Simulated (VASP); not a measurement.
Here is a VASP 6.6.1 calculation.

Contents of INCAR:

```
ALGO = Fast ; EDIFF = 1E-6
ENCUT = 520 ; GGA = PE
ISIF = 2 ; ISMEAR = 0
LASPH = True ; LCHARG = True
LELF = True ; LREAL = False
LVHAR = True ; LWAVE = False
NBANDS = 34 ; NELM = 60
PREC = Accurate ; SIGMA = 0.1
```

File KPOINTS:

```
k-points
0
Gamma
  12 12 4
```

The input POSCAR:

```
YSc2Pt2
1.0
    3.6060459194      0.0000000000      0.0000000000
   -1.8030229597      3.1229273734      0.0000000000
    0.0000000000      0.0000000000     11.0054193106
Y Sc Pt
1 2 2
Direct
    0.0000000000      0.0000000000      0.0000000000
    0.3333333333      0.6666666667      0.2765069716
    0.6666666667      0.3333333333      0.7234930284
    0.3333333333      0.6666666667      0.5838132522
    0.6666666667      0.3333333333      0.4161867478
```

Potentials or basis: VASP PAW PBE potentials, release 64 (Y_sv, Sc_sv, Pt).

Launch:

```console
$ cat potpaw_PBE.64/Y_sv/POTCAR potpaw_PBE.64/Sc_sv/POTCAR potpaw_PBE.64/Pt/POTCAR > POTCAR
$ mpirun -np 1 vasp_std > vasp.out
```

Task: What does it give for the largest force?

Result: 0.048 eV/Å.

Task: Predict the pressure.

Result: 0.1 GPa.

Task: Estimate the band gap on the k mesh.

Result: Zero (an odd number of electrons rules out a gap without spin polarisation).

Forces in eV/Å, atoms in the order of the input:
```
Y    0.000  0.000  0.000
Sc   0.000  0.000 -0.043
Sc   0.000  0.000  0.043
Pt   0.000  0.000 -0.048
Pt   0.000  0.000  0.048
```

Caveat: spin-orbit coupling is left out, which moves the levels of the heavy elements.
